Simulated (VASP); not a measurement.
Input of a VASP 6.6.1 run:

INCAR

```
ALGO = Normal ; EDIFF = 1E-8
ENCUT = 520 ; ISIF = 2
ISMEAR = -1 ; LASPH = T
LCHARG = F ; LEFG = T
LREAL = F ; LWAVE = F
NBANDS = 26 ; NELM = 100
PREC = Accurate ; SIGMA = 0.02
```

The input KPOINTS:

```
k-points
0
Gamma
  8 8 4
```

File POSCAR:

```
CdS
1.0
    4.1347992034      0.0413479920      0.0413479920
   -2.0315911902      3.5601671537      0.0151344155
    0.0674900000      0.0674900000      6.7490000000
Cd S
2 2
Direct
    0.3333333333      0.6666666667      0.0000000000
    0.6666666667      0.3333333333      0.5000000000
    0.3333333333      0.6666666667      0.3850000000
    0.6666666667      0.3333333333      0.8850000000
```

Potentials or basis: VASP PAW LDA potentials, release 64 (Cd, S).

The run is started by

```sh
$ cat potpaw_LDA.64/Cd/POTCAR potpaw_LDA.64/S/POTCAR > POTCAR
$ mpirun -np 1 vasp_std > vasp.out
```

Q: What does it give for the band gap on the k mesh?

A: 0.94 eV.

Q: Predict the pressure.

A: -2.2 GPa.

Q: Estimate the largest force.

A: 0.331 eV/Å.

Electric field gradients, principal values (V/Å²):
| atom | least | middle | greatest (by size) |
| --- | --- | --- | --- |
| 1 Cd | -3.388 | -33.819 | 37.207 |
| 2 Cd | -10.418 | -26.175 | 36.593 |
| 3 S | 0.099 | 8.800 | -8.899 |
| 4 S | 1.235 | 6.656 | -7.891 |

Caveat: the cell differs from its parent crystal (equal xy, yz and zx shear strains of +2 %); without QUAD_EFG the Cq values of the log hold for a quadrupole moment of 1 mb, not for the nuclei.
